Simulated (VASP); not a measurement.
# HPt6 in VASP: notebook, part 3 of 3

VASP 6.6.1. The steps go on from the part before.

## Step 6: Single point, PBE

INCAR reads:

```
PREC     = Accurate       # precision mode
ENCUT    = 520            # plane-wave cutoff, eV
EDIFF    = 1E-7           # SCF threshold, eV
ISMEAR   = 0              # smearing method
SIGMA    = 0.1            # smearing width, eV
LREAL    = False          # projectors in reciprocal space
LASPH    = True           # aspherical terms in the spheres
NELM     = 80             # most SCF steps
ALGO     = Normal         # electronic algorithm
ISIF     = 2              # what is computed and relaxed
LWAVE    = False          # write WAVECAR
LCHARG   = False          # write CHGCAR
LDIPOL   = True         
IDIPOL   = 3            
DIPOL    = 0.5 0.5 0.297
GGA      = PE             # functional
NBANDS   = 74             # bands
```

KPOINTS reads:

```
regular mesh
0
Gamma
  5 5 1
```

POSCAR reads:

```
HPt6
1.0
    5.6143281343      0.0000000000      0.0000000000
    0.0000000000      5.6143281343      0.0000000000
    0.0000000000      0.0000000000     21.8513792319
Pt H
12 2
Direct
    0.2500000000      0.2500000000      0.1830548066
    0.2500000000      0.7500000000      0.1830548066
    0.7500000000      0.2500000000      0.1830548066
    0.7500000000      0.7500000000      0.1830548066
    0.0000000000      0.0000000000      0.2712126041
    0.0000000000      0.5000000000      0.2712126041
    0.5000000000      0.0000000000      0.2712126041
    0.5000000000      0.5000000000      0.2712126041
    0.2500000000      0.2500000000      0.3593081768
    0.2500000000      0.7500000000      0.3593081768
    0.7500000000      0.2500000000      0.3593081768
    0.7500000000      0.7500000000      0.3593081768
   -0.0578876033      0.0000000000      0.4531237652
    0.0578876033      0.0000000000      0.4531237652
```

Potentials or basis: VASP PAW PBE potentials, release 64 (Pt, H).

Started as:

```bash
cat potpaw_PBE.64/Pt/POTCAR potpaw_PBE.64/H/POTCAR > POTCAR
mpirun -np 1 vasp_std > vasp.out
```

OUTCAR:

```text
PREC = Accurate
   ENCUT = 520
   EDIFF = 1E-7
   ISMEAR = 0
   LREAL = False
   LASPH = True
   NELM = 80
   ISIF = 2
   GGA = PE

 ion  position               nearest neighbor table
   1  0.250  0.250  0.183-   5 2.77   6 2.77   7 2.77   8 2.77   2 2.81   3 2.81   2 2.81   3 2.81

   2  0.250  0.750  0.183-   5 2.77   6 2.77   7 2.77   8 2.77   1 2.81   4 2.81   1 2.81   4 2.81

   3  0.750  0.250  0.183-   5 2.77   6 2.77   7 2.77   8 2.77   1 2.81   4 2.81   4 2.81   1 2.81
[... 15 lines left out ...]
  11  0.750  0.250  0.359-   5 2.77   6 2.77   7 2.77   8 2.77   9 2.81  12 2.81  12 2.81   9 2.81

  12  0.750  0.750  0.359-   5 2.77   6 2.77   7 2.77   8 2.77  10 2.81  11 2.81  11 2.81  10 2.81

  13  0.942  0.000  0.453-  14 0.65
  14  0.058  0.000  0.453-  13 0.65

  LATTYP: Found a simple tetragonal cell.
 ALAT       =     5.6143281343
 C/A-ratio  =     3.8920737636

  Lattice vectors:

 A1 = (   5.6143281343,   0.0000000000,   0.0000000000)
 A2 = (   0.0000000000,   5.6143281343,   0.0000000000)
 A3 = (   0.0000000000,   0.0000000000,  21.8513792319)

Analysis of symmetry for initial positions (statically):
=====================================================================
 Subroutine PRICEL returns:
 Original cell was already a primitive cell.

 Routine SETGRP: Setting up the symmetry group for a
 simple tetragonal supercell.

 Subroutine GETGRP returns: Found  4 space group operations
 (whereof  4 operations were pure point group operations)
 out of a pool of 16 trial point group operations.

The static configuration has the point symmetry C_2v.

Analysis of symmetry for dynamics (positions and initial velocities):
=====================================================================
 Subroutine PRICEL returns:
 Original cell was already a primitive cell.

[... 157 lines left out ...]

 dipolmoment           0.000000      0.000000     -0.053686 electrons x Angstroem

 Free energy of the ion-electron system (eV)
  ---------------------------------------------------
  ext. energy  EPLUGINS =         0.00000000
  ---------------------------------------------------
  free energy    TOTEN  =       -72.24019162 eV

  energy without entropy =      -72.11582155  energy(sigma->0) =      -72.17800658

 E-fermi :  -1.1007     XC(G=0):  -4.5644

 val. band max:       -1.1032826277   @ k =   0.0000   0.2000   0.0000
 cond. band min:      -1.0996491454   @ k =   0.2000   0.2000   0.0000
 fundamental gap:      0.0036334823
 Fermi energy:        -1.1006859082

 k-point     1 :       0.0000    0.0000    0.0000
  band No.  band energies     occupation
      1      -9.9763      2.00000
      2      -7.9548      2.00000
      3      -7.5567      2.00000
      4      -7.5475      2.00000
      5      -7.3275      2.00000
      6      -7.3271      2.00000
[... 673 lines left out ...]
     72       2.5046      0.00000
     73       3.2000      0.00000
 [bands above 73 left out]

------------------------ aborting loop because EDIFF is reached ----------------------------------------

 vacuum level on the upper side and lower side of the slab       (xc-potential included)        -0.225         0.067

  FORCE on cell =-STRESS in cart. coord.  units (eV):
  Direction    XX          YY          ZZ          XY          YZ          ZX
  --------------------------------------------------------------------------------------
  -------------------------------------------------------------------------------------
  Total       -9.0256148    -12.4347559      1.1560329      0.0000000      0.0000000      0.0000000
  in kB      -20.9948578    -28.9250027      2.6890961      0.0000000      0.0000000      0.0000000
  external PRESSURE =     -15.7435881 kB  Pullay stress =       0.0000000 kB

 VOLUME and BASIS-vectors are now :
 -----------------------------------------------------------------------------
  energy-cutoff  :      520.00
  volume of cell :      688.77
      direct lattice vectors                 reciprocal lattice vectors
     5.614328134  0.000000000  0.000000000     0.178115703  0.000000000  0.000000000
     0.000000000  5.614328134  0.000000000     0.000000000  0.178115703  0.000000000
     0.000000000  0.000000000 21.851379232     0.000000000  0.000000000  0.045763702

 POSITION                                       TOTAL-FORCE (eV/Angst)
 -----------------------------------------------------------------------------------
      1.40358      1.40358      4.00000        -0.000588      0.003605      0.014972
      1.40358      4.21075      4.00000        -0.000588     -0.003605      0.014972
      4.21075      1.40358      4.00000         0.000588      0.003605      0.014972
      4.21075      4.21075      4.00000         0.000588     -0.003605      0.014972
      0.00000      0.00000      5.92637         0.000000     -0.000000     -0.048818
      0.00000      2.80716      5.92637         0.000000     -0.000000      0.011986
      2.80716      0.00000      5.92637         0.000000     -0.000000      0.003297
      2.80716      2.80716      5.92637         0.000000     -0.000000     -0.183891
      1.40358      1.40358      7.85138         0.074641      0.074345     -0.101433
      1.40358      4.21075      7.85138         0.074641     -0.074345     -0.101433
      4.21075      1.40358      7.85138        -0.074641      0.074345     -0.101433
      4.21075      4.21075      7.85138        -0.074641     -0.074345     -0.101433
      5.28933      0.00000      9.90138        -5.247311     -0.000000      0.281637
      0.32500      0.00000      9.90138         5.247311     -0.000000      0.281637
 -----------------------------------------------------------------------------------
    total drift:                                0.000000      0.000000      0.000106

  FREE ENERGIE OF THE ION-ELECTRON SYSTEM (eV)
  ---------------------------------------------------
  free  energy   TOTEN  =       -72.2401916213 eV

  energy  without entropy=      -72.1158215478  energy(sigma->0) =      -72.17800658

 vacuum level on the upper side and lower side of the slab         4.215         4.511
```

stdout:

```text
POSCAR found type information on POSCAR PtH
 POSCAR found :  2 types and      14 ions
 scaLAPACK will be used
 LDA part: xc-table for (Slater+PW92), standard interpolation
 POSCAR, INCAR and KPOINTS ok, starting setup
 FFT: planning ... GRIDC
 FFT: planning ... GRID_SOFT
 FFT: planning ... GRID
 WAVECAR not read
 entering main loop
```

Wall time 16 min (1 thread of Intel Xeon 6975P-C (Granite Rapids), shared host); peak memory 0.78 GiB.

Results:

```
Free energy            : -72.2402 eV
Largest force          : 5.255 eV/Å
Band gap on the k mesh : zero (bands 61 and 62 overlap by 0.15 eV)
```

Forces on the atoms (eV/Å):
```
Pt  -0.001  0.004  0.015
Pt  -0.001 -0.004  0.015
Pt   0.001  0.004  0.015
Pt   0.001 -0.004  0.015
Pt   0.000  0.000 -0.049
Pt   0.000  0.000  0.012
Pt   0.000  0.000  0.003
Pt   0.000  0.000 -0.184
Pt   0.075  0.074 -0.101
Pt   0.075 -0.074 -0.101
Pt  -0.075  0.074 -0.101
Pt  -0.075 -0.074 -0.101
H   -5.247  0.000  0.282
H    5.247  0.000  0.282
```

Caveat: spin-orbit coupling is left out, which moves the levels of the heavy elements.

## Step 7: Summary

| cell | gap on the mesh (eV) | largest force (eV/Å) |
| --- | --- | --- |
| as given, atomic positions A | none | 2.54 |
| as given, atomic positions B | none | 0.58 |
| as given, atomic positions C | none | 0.06 |
| as given, atomic positions D | none | 1.38 |
| as given, atomic positions E | none | 5.25 |

Alike in all rows: task single point; level PBE; potentials or basis VASP PAW PBE potentials, release 64 (Pt, H); no spin polarisation; k mesh 5 × 5 × 1; cutoff (eV) 520; smearing gaussian 0.1 eV.

Caveats: spin-orbit coupling is left out, which moves the levels of the heavy elements.

Total energies depend on the potentials used, so only differences within one code and one set of settings carry meaning.
